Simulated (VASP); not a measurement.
# Au in VASP: single point with LDA

Aim: the single point of Au with LDA.

Everything below comes from runs of VASP 6.6.1. Logs are shortened: lines on timing, memory, paths and dates and some standing lists are left out, and cuts for length are marked.

### 1 The cell of the first run

The cell holds a single atom in a box, 1 atom: a = 14.000 Å, b = 14.400 Å, c = 14.800 Å, α = 90.00°, β = 90.00°, γ = 90.00°.

### 2 Single point, LDA, collinear spin

INCAR

```
  PREC = Accurate
  ENCUT = 400
  EDIFF = 1E-6
  ISMEAR = -1
  SIGMA = 0.01
  LREAL = F
  LASPH = T
  NELM = 200
  ALGO = Normal
  ISIF = 2
  LWAVE = F
  LCHARG = F
  ISPIN = 2
  MAGMOM = 3
  LORBIT = 11
  LMAXMIX = 4
  NBANDS = 16
  ISYM = 0
  GGA_COMPAT = F
```

KPOINTS

```
regular mesh
0
Gamma
  1 1 1
```

POSCAR

```
Au
1.0
   14.0000000000      0.0000000000      0.0000000000
    0.0000000000     14.4000000000      0.0000000000
    0.0000000000      0.0000000000     14.8000000000
Au
1
Direct
    0.5000000000      0.5000000000      0.5000000000
```

Potentials or basis: VASP PAW LDA potentials, release 64 (Au).

On the command line:

```
> cat potpaw_LDA.64/Au/POTCAR > POTCAR
> mpirun -np 1 vasp_gam > vasp.out
```

OUTCAR:

```text
PREC = Accurate
   ENCUT = 400
   EDIFF = 1E-6
   ISMEAR = -1
   LREAL = F
   LASPH = T
   NELM = 200
   ISIF = 2
   ISPIN = 2
   LORBIT = 11
   ISYM = 0

 ion  position               nearest neighbor table
   1  0.500  0.500  0.500-

IMPORTANT INFORMATION: All symmetrisations will be switched off!
NOSYMM: (Re-)initialisation of all symmetry stuff for point group C_1.

----------------------------------------------------------------------------------------

                                     Primitive cell

  volume of cell :    2983.6800

  direct lattice vectors                    reciprocal lattice vectors
    14.000000000  0.000000000  0.000000000     0.071428571  0.000000000  0.000000000
     0.000000000 14.400000000  0.000000000     0.000000000  0.069444444  0.000000000
     0.000000000  0.000000000 14.800000000     0.000000000  0.000000000  0.067567568

  length of vectors
    14.000000000 14.400000000 14.800000000     0.071428571  0.069444444  0.067567568

  position of ions in fractional coordinates (direct lattice)
     0.500000000  0.500000000  0.500000000

  ion indices of the primitive-cell ions
   primitive index   ion index
                 1           1

----------------------------------------------------------------------------------------

 KPOINTS: regular mesh

Automatic generation of k-mesh.
 Grid dimensions read from file:
 generate k-points for:    1    1    1

 Generating k-lattice:

  Cartesian coordinates                     Fractional coordinates (reciprocal lattice)
     0.071428571  0.000000000  0.000000000     1.000000000  0.000000000  0.000000000
     0.000000000  0.069444444  0.000000000     0.000000000  1.000000000  0.000000000
     0.000000000  0.000000000  0.067567568     0.000000000  0.000000000  1.000000000

  Length of vectors
     0.071428571  0.069444444  0.067567568

  Shift w.r.t. Gamma in fractional coordinates (k-lattice)
     0.000000000  0.000000000  0.000000000

 Subroutine IBZKPT returns following result:
 ===========================================

 Found      1 irreducible k-points:

 Following reciprocal coordinates:
            Coordinates               Weight
  0.000000  0.000000  0.000000      1.000000
   k-points           NKPTS =      1   k-points in BZ     NKDIM =      1   number of bands    NBANDS=     16
   number of dos      NEDOS =    301   number of ions     NIONS =      1
   total plane-waves  NPLWV = 903168
   dimension x,y,z NGX =    96 NGY =   96 NGZ =   98
   dimension x,y,z NGXF=   192 NGYF=  192 NGZF=  196
   ions per type =               1
   NGX,Y,Z   is equivalent  to a cutoff of  11.40, 11.08, 11.01 a.u.
   NGXF,Y,Z  is equivalent  to a cutoff of  22.80, 22.17, 22.02 a.u.
 SYSTEM =  unknown system
   PREC   = accura    normal or accurate (medium, high low for compatibility)
   ISTART =      0    job   : 0-new  1-cont  2-samecut
   ICHARG =      2    charge: 1-file 2-atom 10-const
   ISPIN  =      2    spin polarized calculation?
   LNONCOLLINEAR =      F non collinear calculations
   LSORBIT =      F    spin-orbit coupling
   LASPH  =      T    aspherical Exc in radial PAW
   ENCUT  =  400.0 eV  29.40 Ry    5.42 a.u.  22.83 23.48 24.14*2*pi/ulx,y,z
   NELM   =    200;   NELMIN=  2; NELMDL= -5     # of ELM steps
   EDIFF  = 0.1E-05   stopping-criterion for ELM
   LREAL  =      F    real-space projection
   EDIFFG = 0.1E-04   stopping-criterion for IOM
   NSW    =      0    number of steps for IOM
   IBRION =     -1    ionic relax: 0-MD 1-quasi-New 2-CG
   NFREE  =      0    steps in history (QN), initial steepest desc. (CG)
   ISIF   =      2    stress and relaxation
   ISYM   =      0    0-nonsym 1-usesym 2-fastsym
   POTIM  = 0.5000    time-step for ionic-motion
   TEBEG  =    0.0;   TEEND  =   0.0 temperature during run
   PSTRESS=    0.0 pullay stress
   NELECT =      11.0000    total number of electrons
   NUPDOWN=      -1.0000    fix difference up-down
   EMIN   =  10.00;   EMAX   =-10.00  energy-range for DOS
   EFERMI =   0.00;   METHOD = LEGACY
   ISMEAR =    -1;   SIGMA  =   0.01  broadening in eV -4-tet -1-fermi 0-gaus
   EFERMI_NEDOS =   21; number of points for ismear=-14 and -15
   IALGO  =     38    algorithm
   IMIX   =      4    mixing-type and parameters
     AMIX     =   0.40;   BMIX     =  1.00
     AMIX_MAG =   1.60;   BMIX_MAG =  1.00
  volume/ion in A,a.u.               =    2983.68     20134.87
  Fermi-wavevector in a.u.,A,eV,Ry     =   0.252904  0.477918  0.870232  0.063960
  Thomas-Fermi vector in A             =   1.072337
   LORBIT       =     11    0 simple, 1 ext, 2 COOP (PROOUT), +10 PAW based schemes
   GGA     = CA    functional components
   LHFCALC =     F    Hartree Fock is set to
   AEXX    =    0.0000 exact exchange contribution
   IVDW    =     0    specifies the selected vdW correction
   LEPSILON=     F    determine dielectric tensor
   LRPA    =     F    only Hartree local field effects (RPA)
 spin polarized calculation
  energy-cutoff  :      400.00
  volume of cell :     2983.68
 maximum number of plane-waves:     27122
 NGX is ok and might be reduce to    90
   NGX = 45   NGY = 47   NGZ = 49

 number of electron      11.0000002 magnetization       1.0000245

 Free energy of the ion-electron system (eV)
  ---------------------------------------------------
  ext. energy  EPLUGINS =         0.00000000
  ---------------------------------------------------
  free energy    TOTEN  =        -0.13551937 eV

  energy without entropy =       -0.13551937  energy(sigma->0) =       -0.13551937

 E-fermi :  -5.9593     XC(G=0):  -0.3180

 val. band max:       -6.2008835162   @ k =   0.0000   0.0000   0.0000
 cond. band min:      -5.6623240941   @ k =   0.0000   0.0000   0.0000
 fundamental gap:      0.5385594221
 Fermi energy:        -5.9592927943

 spin component 1

 k-point     1 :       0.0000    0.0000    0.0000
  band No.  band energies     occupation
      1      -7.1488      1.00000
      2      -7.1488      1.00000
      3      -7.1488      1.00000
      4      -7.1488      1.00000
      5      -7.1488      1.00000
      6      -6.2009      1.00000
      7      -0.9584      0.00000
      8      -0.9576      0.00000
      9      -0.9564      0.00000
     10      -0.0406      0.00000
     11       0.6451      0.00000
     12       0.6821      0.00000
     13       0.7535      0.00000
     14       0.7798      0.00000
     15       0.8185      0.00000
     16       0.8596      0.00000
 Fermi energy:        -5.9592927943

 spin component 2

 k-point     1 :       0.0000    0.0000    0.0000
  band No.  band energies     occupation
      1      -6.9119      1.00000
      2      -6.9119      1.00000
      3      -6.9119      1.00000
      4      -6.9119      1.00000
      5      -6.9119      1.00000
      6      -5.6623      0.00000
      7      -0.5875      0.00000
      8      -0.5856      0.00000
      9      -0.5835      0.00000
     10      -0.0211      0.00000
     11       0.6548      0.00000
     12       0.6969      0.00000
     13       0.7836      0.00000
     14       0.8110      0.00000
     15       0.8472      0.00000
     16       0.8878      0.00000

------------------------ aborting loop because EDIFF is reached ----------------------------------------

  FORCE on cell =-STRESS in cart. coord.  units (eV):
  Direction    XX          YY          ZZ          XY          YZ          ZX
  --------------------------------------------------------------------------------------
  -------------------------------------------------------------------------------------
  Total       -0.0146560     -0.0151795     -0.0154932      0.0000001     -0.0000002     -0.0000002
  in kB       -0.0078700     -0.0081511     -0.0083195      0.0000000     -0.0000001     -0.0000001
  external PRESSURE =      -0.0081135 kB  Pullay stress =       0.0000000 kB

 VOLUME and BASIS-vectors are now :
 -----------------------------------------------------------------------------
  energy-cutoff  :      400.00
  volume of cell :     2983.68
      direct lattice vectors                 reciprocal lattice vectors
    14.000000000  0.000000000  0.000000000     0.071428571  0.000000000  0.000000000
     0.000000000 14.400000000  0.000000000     0.000000000  0.069444444  0.000000000
     0.000000000  0.000000000 14.800000000     0.000000000  0.000000000  0.067567568

 POSITION                                       TOTAL-FORCE (eV/Angst)
 -----------------------------------------------------------------------------------
      7.00000      7.20000      7.40000        -0.000000      0.000000      0.000000
 -----------------------------------------------------------------------------------
    total drift:                               -0.000000      0.000000      0.000000

  FREE ENERGIE OF THE ION-ELECTRON SYSTEM (eV)
  ---------------------------------------------------
  free  energy   TOTEN  =        -0.1355193699 eV

  energy  without entropy=       -0.1355193699  energy(sigma->0) =       -0.13551937

 total charge

# of ion       s       p       d       tot
------------------------------------------
    1        0.468   0.000   9.026   9.494

 magnetization (x)

# of ion       s       p       d       tot
------------------------------------------
    1        0.468   0.000  -0.018   0.450
```

Run time: 3.2 min. Hardware: 1 thread of Intel Xeon 8259CL, shared host; peak memory 1.1 GiB.

What came out:

- Free energy: -0.1355 eV
- Pressure: 0.0 GPa
- Band gap on the k mesh: 0.54 eV
- Net moment: 1.00 μB per cell
- Site moments: Au +0.45 μB
- Valence electrons inside the program's atomic spheres: Au 9.49

Levels at points of the mesh, in eV from the valence-band top:
Spin up:
```csv
k point,band 4,band 5,band 6,band 7,band 8,band 9
"(0.00, 0.00, 0.00)",-0.95,-0.95,0.00,5.24,5.24,5.24
```
Spin down:
```
           k point  band 1  band 2  band 3  band 4  band 5  band 6  band 7  band 8  band 9  band 10
(0.00, 0.00, 0.00)   -0.71   -0.71   -0.71   -0.71   -0.71    0.54    5.61    5.62    5.62     6.18
```

Caveat: spin-orbit coupling is left out, which moves the levels of the heavy elements.
